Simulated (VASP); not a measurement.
Wanted: the native input for a VASP 6.6.1 run.

```yaml
Task: single point
Functional: PBE
Potentials_or_basis: VASP PAW PBE potentials, release 64 (Ca_sv, Ga_d, C, N)
Cutoff: 520 eV
k_mesh: 6 × 6 × 6
Occupations: gaussian, width 0.1 eV
Spin: no spin polarisation
Dipole_correction: no
Further_INCAR_settings: ALGO = Fast; EDIFF = 1e-06; NBANDS = 40
```

The structure of CaGaC4N4 lies in POSCAR:

```
CaGaC4N4
1.0
    6.3429341518      0.0000000000      0.0000000000
    0.0000000000      6.3429341518      0.0000000000
    0.0000000000      0.0000000000      6.3429341518
Ca Ga C N
1 1 4 4
Direct
    0.5000000000      0.5000000000      0.5000000000
    0.0000000000      0.0000000000      0.0000000000
    0.1793825422      0.1793825422      0.1793825422
    0.1793825422      0.8206174578      0.8206174578
    0.8206174578      0.1793825422      0.8206174578
    0.8206174578      0.8206174578      0.1793825422
    0.2862021102      0.2862021102      0.2862021102
    0.2862021102      0.7137978898      0.7137978898
    0.7137978898      0.2862021102      0.7137978898
    0.7137978898      0.7137978898      0.2862021102
```

These files were run (other wordings do the same):

INCAR

```
SYSTEM = CaGaC4N4
ALGO = Fast ; EDIFF = 1E-6
ENCUT = 520 ; GGA = PE
ISIF = 2 ; ISMEAR = 0
LASPH = .True. ; LCHARG = .False.
LREAL = .False. ; LWAVE = .False.
NBANDS = 40 ; NELM = 60
PREC = Accurate ; SIGMA = 0.1
```

KPOINTS

```
k-points
0
Gamma
  6 6 6
  0 0 0
```

Potentials or basis: VASP PAW PBE potentials, release 64 (Ca_sv, Ga_d, C, N).

Command:

```bash
$ cat potpaw_PBE.64/Ca_sv/POTCAR potpaw_PBE.64/Ga_d/POTCAR potpaw_PBE.64/C/POTCAR potpaw_PBE.64/N/POTCAR > POTCAR
$ mpirun -np 1 vasp_std > vasp.out
```

It gave:

The pressure is 0.2 GPa. The largest force is 0.405 eV/Å and the band gap on the k mesh is zero (an odd number of electrons rules out a gap without spin polarisation).

Caveat: an odd number of electrons without spin polarisation forces a metal; a magnetic or distorted state may lie lower.

Wall time 19 min on 1 thread of Oxide Virtual Turin-like Processor, with other jobs on the host, peak memory 0.42 GiB.
